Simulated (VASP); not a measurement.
# Mg16Si5Sn3 (P1) in VASP: single point with PBEsol

Aim: the single point of Mg16Si5Sn3 with PBEsol.

Program: VASP 6.6.1. These are calculated values, not measurements. Logs are shortened: lines on timing, memory, paths and dates and some standing lists are left out, and cuts for length are marked.

## 1. The cell of the first run

The typed cell holds 96 atoms: a = 12.969 Å, b = 12.969 Å, c = 12.969 Å, α = 90.00°, β = 90.00°, γ = 90.00°.

## 2. Single point, PBEsol

Input file INCAR:

```
PREC     = Accurate       # precision mode
ENCUT    = 500            # plane-wave cutoff, eV
EDIFF    = 1E-6           # SCF threshold, eV
ISMEAR   = -1             # smearing method
SIGMA    = 0.05           # smearing width, eV
LREAL    = Auto         
LASPH    = True           # aspherical terms in the spheres
NELM     = 120            # most SCF steps
ALGO     = Normal         # electronic algorithm
ISIF     = 2              # what is computed and relaxed
LWAVE    = False          # write WAVECAR
LCHARG   = True           # write CHGCAR
GGA      = PS             # functional
LELF     = True           # ELF
LVHAR    = True         
ISYM     = -1           
NBANDS   = 242            # bands
GGA_COMPAT= False
```

Input file KPOINTS:

```
explicit points
1
Reciprocal
  0.25000000   0.25000000   0.25000000 1
```

Input file POSCAR:

```
Mg16Si5Sn3
1.0
   12.9689691370      0.0000000000      0.0000000000
    0.0000000000     12.9689691370      0.0000000000
    0.0000000000      0.0000000000     12.9689691370
Mg Si Sn
64 20 12
Direct
    0.3754480000      0.1256380000      0.1330810000
    0.3774910000      0.1173050000      0.6245570000
    0.3714010000      0.6226130000      0.1211080000
    0.3845860000      0.6268990000      0.6246740000
    0.8716900000      0.1221070000      0.1210610000
    0.8655890000      0.1246290000      0.6246710000
    0.8751880000      0.6259020000      0.1221830000
    0.8739960000      0.6266400000      0.6357600000
    0.1230910000      0.3846100000      0.1251610000
    0.1254030000      0.3751590000      0.6247950000
    0.1240640000      0.8728190000      0.1220380000
    0.1237070000      0.8736220000      0.6351800000
    0.6257740000      0.3750360000      0.1254040000
    0.6272770000      0.3780800000      0.6198570000
    0.6339650000      0.8742080000      0.1244380000
    0.6216540000      0.8788020000      0.6290910000
    0.1298470000      0.1207960000      0.3704720000
    0.1238490000      0.1147200000      0.8766030000
    0.1249600000      0.6264870000      0.3644620000
    0.1193970000      0.6311840000      0.8807360000
    0.6240440000      0.1279570000      0.3756710000
    0.6334050000      0.1261210000      0.8752270000
    0.6249590000      0.6162780000      0.3748300000
    0.6259610000      0.6255430000      0.8759130000
    0.1231270000      0.1156060000      0.1250860000
    0.1294510000      0.1191010000      0.6286820000
    0.1241890000      0.6268020000      0.1218820000
    0.1185040000      0.6315380000      0.6310420000
    0.6289570000      0.1305430000      0.1284970000
    0.6272810000      0.1219610000      0.6202750000
    0.6292330000      0.6213630000      0.1208810000
    0.6219790000      0.6214350000      0.6289680000
    0.3818390000      0.3778810000      0.3711930000
    0.3809800000      0.3803310000      0.8810120000
    0.3752760000      0.8827920000      0.3755420000
    0.3707890000      0.8697790000      0.8720420000
    0.8647570000      0.3742400000      0.3740750000
    0.8704780000      0.3792480000      0.8804090000
    0.8753630000      0.8752180000      0.3650570000
    0.8754110000      0.8734990000      0.8768320000
    0.3801160000      0.3787460000      0.1288780000
    0.3811780000      0.3795280000      0.6197600000
    0.3659030000      0.8730360000      0.1243340000
    0.3790760000      0.8770870000      0.6285230000
    0.8704440000      0.3790200000      0.1207740000
    0.8649420000      0.3739630000      0.6243860000
    0.8764320000      0.8735080000      0.1217280000
    0.8746730000      0.8740800000      0.6352960000
    0.3809120000      0.1221260000      0.3715300000
    0.3708050000      0.1205390000      0.8707310000
    0.3755020000      0.6172550000      0.3751770000
    0.3801370000      0.6302070000      0.8798670000
    0.8656570000      0.1260570000      0.3748600000
    0.8709630000      0.1199460000      0.8795670000
    0.8738410000      0.6255160000      0.3638010000
    0.8747500000      0.6264260000      0.8772100000
    0.1300220000      0.3784540000      0.3693410000
    0.1188640000      0.3808470000      0.8807360000
    0.1243060000      0.8743120000      0.3650270000
    0.1233960000      0.8720980000      0.8768830000
    0.6238240000      0.3735060000      0.3744600000
    0.6289230000      0.3785490000      0.8800130000
    0.6245380000      0.8839960000      0.3752380000
    0.6295900000      0.8700400000      0.8714720000
    0.9983340000      0.9960860000      0.9999440000
    0.9968740000      0.5040180000      0.0012240000
    0.5013030000      0.0010160000      0.5001330000
    0.5029770000      0.5020420000      0.0019820000
    0.5029490000      0.4993430000      0.4984840000
    0.2481160000      0.7493690000      0.9994070000
    0.7502840000      0.2512360000      0.0013380000
    0.7454680000      0.2501020000      0.4988160000
    0.7517620000      0.7489180000      0.9989530000
    0.2502020000      0.9984060000      0.2482380000
    0.2500900000      0.9950730000      0.7515390000
    0.2517210000      0.5016490000      0.2468480000
    0.7500500000      0.0017400000      0.2480630000
    0.7497300000      0.9988440000      0.7515280000
    0.7484650000      0.4988980000      0.2470130000
    0.7483470000      0.5007170000      0.7528770000
    0.9996630000      0.7499560000      0.2434370000
    0.9976890000      0.7512890000      0.7563700000
    0.5026590000      0.2513020000      0.2503470000
    0.5018400000      0.7500570000      0.7515210000
    0.9983150000      0.9981500000      0.4999090000
    0.9970960000      0.5018880000      0.4981820000
    0.5011400000      0.9986920000      0.0002170000
    0.2488210000      0.2502830000      0.0024550000
    0.2540010000      0.2487910000      0.4980060000
    0.2498540000      0.7508810000      0.4999930000
    0.7495180000      0.7504800000      0.5002600000
    0.2512430000      0.5043830000      0.7526000000
    0.9976620000      0.2502690000      0.2482170000
    0.9966760000      0.2483760000      0.7522760000
    0.5029150000      0.2505500000      0.7496610000
    0.5005010000      0.7492910000      0.2493700000
```

Potentials or basis: VASP PAW PBE potentials, release 64 (Mg, Si, Sn_d).

On the command line:

```console
cat potpaw_PBE.64/Mg/POTCAR potpaw_PBE.64/Si/POTCAR potpaw_PBE.64/Sn_d/POTCAR > POTCAR
mpirun -np 1 vasp_std > vasp.out
```

OUTCAR:

```text
PREC = Accurate
   ENCUT = 500
   EDIFF = 1E-6
   ISMEAR = -1
   LREAL = Auto
   LASPH = True
   NELM = 120
   ISIF = 2
   GGA = PS
   ISYM = -1

 ion  position               nearest neighbor table
   1  0.375  0.126  0.133-  74 2.76  83 2.77  88 2.86  87 2.89  49 3.09  25 3.28  43 3.28  41 3.28
                            29 3.29  50 3.40
   2  0.377  0.117  0.625-  67 2.73  75 2.82  89 2.86  95 2.87  44 3.12  50 3.19  26 3.22  30 3.24
                            49 3.28  42 3.40
   3  0.371  0.623  0.121-  76 2.74  68 2.78  70 2.78  96 2.88  52 3.13  41 3.17  27 3.21  43 3.25
                            51 3.30  31 3.34
   4  0.385  0.627  0.625-  84 2.75  69 2.79  90 2.87  92 2.88  32 3.08  42 3.21  51 3.24  44 3.25
                            52 3.31  28 3.45
   5  0.872  0.122  0.121-  77 2.76  71 2.77  65 2.80  93 2.86  54 3.13  29 3.15  47 3.22  25 3.26
                            53 3.29  45 3.33
   6  0.866  0.125  0.625-  78 2.76  72 2.78  94 2.86  85 2.88  30 3.09  46 3.23  53 3.24  48 3.25
                            54 3.31  26 3.42
   7  0.875  0.626  0.122-  66 2.73  73 2.77  81 2.77  79 2.83  55 3.13  56 3.18  31 3.19  45 3.20
                            47 3.21  27 3.23
   8  0.874  0.627  0.636-  80 2.76  82 2.76  91 2.88  86 2.89  56 3.13  28 3.17  48 3.21  32 3.27
                            46 3.28  55 3.53
   9  0.123  0.385  0.125-  76 2.75  66 2.77  88 2.87  93 2.87  27 3.14  57 3.17  58 3.17  45 3.28
[... 171 lines left out ...]
  95  0.503  0.251  0.750-  22 2.85  42 2.85  14 2.86  30 2.86  34 2.87  50 2.87   2 2.87  62 2.88

  96  0.501  0.749  0.249-  51 2.87  23 2.87  15 2.87  43 2.87   3 2.88  63 2.88  35 2.88  31 2.88

IMPORTANT INFORMATION: All symmetrisations will be switched off!
NOSYMM: (Re-)initialisation of all symmetry stuff for point group C_1.

----------------------------------------------------------------------------------------

                                     Primitive cell

  volume of cell :    2181.3049

  direct lattice vectors                    reciprocal lattice vectors
    12.968969137  0.000000000  0.000000000     0.077107131  0.000000000  0.000000000
     0.000000000 12.968969137  0.000000000     0.000000000  0.077107131  0.000000000
     0.000000000  0.000000000 12.968969137     0.000000000  0.000000000  0.077107131

  length of vectors
    12.968969137 12.968969137 12.968969137     0.077107131  0.077107131  0.077107131

  position of ions in fractional coordinates (direct lattice)
     0.375448000  0.125638000  0.133081000
     0.377491000  0.117305000  0.624557000
     0.371401000  0.622613000  0.121108000
     0.384586000  0.626899000  0.624674000
     0.871690000  0.122107000  0.121061000
     0.865589000  0.124629000  0.624671000
[... 88 lines left out ...]
     0.502915000  0.250550000  0.749661000
     0.500501000  0.749291000  0.249370000

  ion indices of the primitive-cell ions
   primitive index   ion index
                 1           1
                 2           2
                 3           3
                 4           4
                 5           5
                 6           6
[... 88 lines left out ...]
                95          95
                96          96

----------------------------------------------------------------------------------------

 KPOINTS: explicit points

Read explicit list of k-points.

 Found      1 k-points:
   k-points           NKPTS =      1   k-points in BZ     NKDIM =      1   number of bands    NBANDS=    242
   number of dos      NEDOS =    301   number of ions     NIONS =     96
   total plane-waves  NPLWV = 884736
   dimension x,y,z NGX =    96 NGY =   96 NGZ =   96
   dimension x,y,z NGXF=   192 NGYF=  192 NGZF=  192
   ions per type =              64  20  12
   NGX,Y,Z   is equivalent  to a cutoff of  12.31, 12.31, 12.31 a.u.
   NGXF,Y,Z  is equivalent  to a cutoff of  24.61, 24.61, 24.61 a.u.
 SYSTEM =  unknown system
   PREC   = accura    normal or accurate (medium, high low for compatibility)
   ISTART =      0    job   : 0-new  1-cont  2-samecut
   ICHARG =      2    charge: 1-file 2-atom 10-const
   ISPIN  =      1    spin polarized calculation?
   LNONCOLLINEAR =      F non collinear calculations
   LSORBIT =      F    spin-orbit coupling
   LASPH  =      T    aspherical Exc in radial PAW
   ENCUT  =  500.0 eV  36.75 Ry    6.06 a.u.  23.65 23.65 23.65*2*pi/ulx,y,z
   NELM   =    120;   NELMIN=  2; NELMDL= -5     # of ELM steps
   EDIFF  = 0.1E-05   stopping-criterion for ELM
   LREAL  =      T    real-space projection
   EDIFFG = 0.1E-04   stopping-criterion for IOM
   NSW    =      0    number of steps for IOM
   IBRION =     -1    ionic relax: 0-MD 1-quasi-New 2-CG
   NFREE  =      0    steps in history (QN), initial steepest desc. (CG)
   ISIF   =      2    stress and relaxation
   ISYM   =     -1    0-nonsym 1-usesym 2-fastsym
   POTIM  = 0.5000    time-step for ionic-motion
   TEBEG  =    0.0;   TEEND  =   0.0 temperature during run
   PSTRESS=    0.0 pullay stress
   NELECT =     376.0000    total number of electrons
   NUPDOWN=      -1.0000    fix difference up-down
   EMIN   =  10.00;   EMAX   =-10.00  energy-range for DOS
   EFERMI =   0.00;   METHOD = LEGACY
   ISMEAR =    -1;   SIGMA  =   0.05  broadening in eV -4-tet -1-fermi 0-gaus
   EFERMI_NEDOS =   21; number of points for ismear=-14 and -15
   IALGO  =     38    algorithm
   IMIX   =      4    mixing-type and parameters
     AMIX     =   0.40;   BMIX     =  1.00
     AMIX_MAG =   1.60;   BMIX_MAG =  1.00
  volume/ion in A,a.u.               =      22.72       153.34
  Fermi-wavevector in a.u.,A,eV,Ry     =   0.911098  1.721726 11.294202  0.830100
  Thomas-Fermi vector in A             =   2.035338
   LORBIT       =      0    0 simple, 1 ext, 2 COOP (PROOUT), +10 PAW based schemes
   GGA     = PS    functional components
   LHFCALC =     F    Hartree Fock is set to
   AEXX    =    0.0000 exact exchange contribution
   IVDW    =     0    specifies the selected vdW correction
   LEPSILON=     F    determine dielectric tensor
   LRPA    =     F    only Hartree local field effects (RPA)
 non-spin polarized calculation
  energy-cutoff  :      500.00
  volume of cell :     2181.30
 maximum number of plane-waves:     55386
 NGX is ok and might be reduce to    96
   NGX = 47   NGY = 47   NGZ = 47

 number of electron     376.0000012 magnetization

 Free energy of the ion-electron system (eV)
  ---------------------------------------------------
  ext. energy  EPLUGINS =         0.00000000
  ---------------------------------------------------
  free energy    TOTEN  =      -292.07683642 eV

  energy without entropy =     -292.03646425  energy(sigma->0) =     -292.05665034

 E-fermi :   3.9685     XC(G=0):  -8.9155

 val. band max:        3.7856348723   @ k =   0.2500   0.2500   0.2500
 cond. band min:       4.1591284603   @ k =   0.2500   0.2500   0.2500
 fundamental gap:      0.3734935880
 Fermi energy:         3.9685351585

 k-point     1 :       0.2500    0.2500    0.2500
  band No.  band energies     occupation
      1     -16.7973      2.00000
      2     -16.7830      2.00000
      3     -16.7804      2.00000
      4     -16.7793      2.00000
      5     -16.7704      2.00000
      6     -16.7697      2.00000
[... 192 lines left out ...]
    199       5.0302      0.00000
    200       5.0436      0.00000
 [bands above 200 left out]

------------------------ aborting loop because EDIFF is reached ----------------------------------------

  FORCE on cell =-STRESS in cart. coord.  units (eV):
  Direction    XX          YY          ZZ          XY          YZ          ZX
  --------------------------------------------------------------------------------------
  -------------------------------------------------------------------------------------
  Total       -0.8072439     -1.1600009     -0.7408939     -5.8901628     -5.9577803     -5.7264568
  in kB       -0.5929239     -0.8520254     -0.5441896     -4.3263486     -4.3760140     -4.2061059
  external PRESSURE =      -0.6630463 kB  Pullay stress =       0.0000000 kB

 VOLUME and BASIS-vectors are now :
 -----------------------------------------------------------------------------
  energy-cutoff  :      500.00
  volume of cell :     2181.30
      direct lattice vectors                 reciprocal lattice vectors
    12.968969137  0.000000000  0.000000000     0.077107131  0.000000000  0.000000000
     0.000000000 12.968969137  0.000000000     0.000000000  0.077107131  0.000000000
     0.000000000  0.000000000 12.968969137     0.000000000  0.000000000  0.077107131

 POSITION                                       TOTAL-FORCE (eV/Angst)
 -----------------------------------------------------------------------------------
      4.86917      1.62940      1.72592         0.007935     -0.003562      0.001884
      4.89567      1.52132      8.09986        -0.001256     -0.004131     -0.000619
      4.81669      8.07465      1.57065         0.003984     -0.001261      0.000338
      4.98768      8.13023      8.10138        -0.001900      0.003910      0.002884
     11.30492      1.58360      1.57004        -0.002233     -0.000464     -0.003055
     11.22580      1.61631      8.10134        -0.006375     -0.000072     -0.003010
[... 88 lines left out ...]
      6.52229      3.24938      9.72233         0.003940      0.001523     -0.000472
      6.49098      9.71753      3.23407        -0.000932      0.000409      0.000553
 -----------------------------------------------------------------------------------
    total drift:                               -0.007647      0.005404     -0.020714

  FREE ENERGIE OF THE ION-ELECTRON SYSTEM (eV)
  ---------------------------------------------------
  free  energy   TOTEN  =      -292.0768364210 eV

  energy  without entropy=     -292.0364642528  energy(sigma->0) =     -292.05665034
```

It took 19 min on 1 thread of Intel Xeon Platinum 8259CL at 2.50GHz (Skylake/Cascade Lake), shared host; peak memory 1.7 GiB.

Results:

* Free energy: -292.0768 eV
* Pressure: -0.1 GPa
* Largest force: 0.017 eV/Å

Forces on the atoms (eV/Å):
```
Mg   0.008 -0.004  0.002
Mg  -0.001 -0.004 -0.001
Mg   0.004 -0.001  0.000
Mg  -0.002  0.004  0.003
Mg  -0.002  0.000 -0.003
Mg  -0.006  0.000 -0.003
Mg   0.002 -0.005 -0.005
Mg   0.000 -0.005  0.003
Mg   0.002  0.006  0.002
Mg   0.000 -0.009  0.003
Mg   0.003 -0.001 -0.003
Mg  -0.006  0.011 -0.003
Mg  -0.002  0.000 -0.002
Mg   0.003 -0.003  0.002
Mg   0.008 -0.009  0.008
Mg   0.000 -0.006 -0.002
Mg  -0.015 -0.002 -0.003
Mg   0.000  0.007  0.003
Mg   0.006  0.003  0.010
Mg   0.010 -0.003 -0.002
Mg  -0.003 -0.004  0.000
Mg   0.003 -0.004  0.010
Mg   0.005 -0.003  0.001
Mg   0.000 -0.003 -0.003
Mg  -0.002 -0.001 -0.004
Mg   0.011  0.009 -0.001
Mg  -0.001  0.000  0.001
Mg  -0.006 -0.005 -0.002
Mg  -0.003 -0.001 -0.002
Mg  -0.002  0.007  0.004
Mg  -0.004  0.001 -0.001
Mg   0.007  0.006 -0.003
Mg  -0.009 -0.012 -0.002
Mg   0.009 -0.007  0.005
Mg   0.002  0.000  0.003
Mg   0.009  0.002  0.006
Mg   0.001  0.002 -0.002
Mg   0.001  0.002 -0.008
Mg  -0.007 -0.007 -0.004
Mg   0.000  0.002 -0.003
Mg  -0.005 -0.001 -0.004
Mg  -0.004  0.016  0.001
Mg  -0.004  0.003 -0.009
Mg  -0.002 -0.008 -0.006
Mg   0.000 -0.007  0.013
Mg   0.005  0.006  0.005
Mg  -0.002  0.006  0.000
Mg   0.003  0.010  0.001
Mg   0.002  0.007  0.007
Mg  -0.008  0.003 -0.009
Mg   0.002  0.001 -0.007
Mg  -0.003 -0.002 -0.006
Mg   0.007 -0.005  0.008
Mg   0.001  0.000  0.003
Mg  -0.002  0.003  0.000
Mg  -0.009  0.002  0.005
Mg   0.004  0.006  0.002
Mg  -0.011  0.003 -0.004
Mg   0.003 -0.005 -0.002
Mg  -0.002  0.001  0.002
Mg   0.001 -0.001 -0.001
Mg  -0.006  0.001  0.004
Mg   0.000  0.004 -0.004
Mg  -0.007  0.006 -0.004
Si   0.010  0.000  0.000
Si   0.001  0.005  0.000
Si  -0.003 -0.006  0.002
Si  -0.006 -0.007 -0.001
Si   0.004  0.001  0.000
Si   0.005  0.004  0.006
Si  -0.004 -0.007  0.003
Si   0.005 -0.001  0.005
Si   0.001 -0.003  0.002
Si  -0.001  0.001 -0.002
Si   0.000  0.010 -0.006
Si  -0.001  0.000  0.001
Si  -0.003 -0.008 -0.001
Si   0.002 -0.001 -0.001
Si   0.003 -0.001 -0.002
Si   0.003  0.001  0.003
Si   0.004 -0.002  0.012
Si   0.000  0.001  0.001
Si  -0.003 -0.004 -0.006
Si  -0.005  0.006 -0.005
Sn  -0.003  0.004  0.001
Sn   0.000  0.006 -0.006
Sn   0.006 -0.005 -0.004
Sn  -0.002  0.005 -0.003
Sn  -0.004 -0.001  0.000
Sn  -0.006 -0.004  0.000
Sn   0.003 -0.003 -0.006
Sn   0.004  0.000  0.004
Sn  -0.008 -0.004  0.002
Sn   0.008  0.000  0.001
Sn   0.004  0.002  0.000
Sn  -0.001  0.000  0.001
```

Stress tensor (GPa, compression positive):
```
-0.06 -0.43 -0.42
-0.43 -0.09 -0.44
-0.42 -0.44 -0.05
```

Caveat: the PAW data sets were made with another functional, which shifts forces and pressure a little; spin-orbit coupling is left out, which moves the levels of the heavy elements.
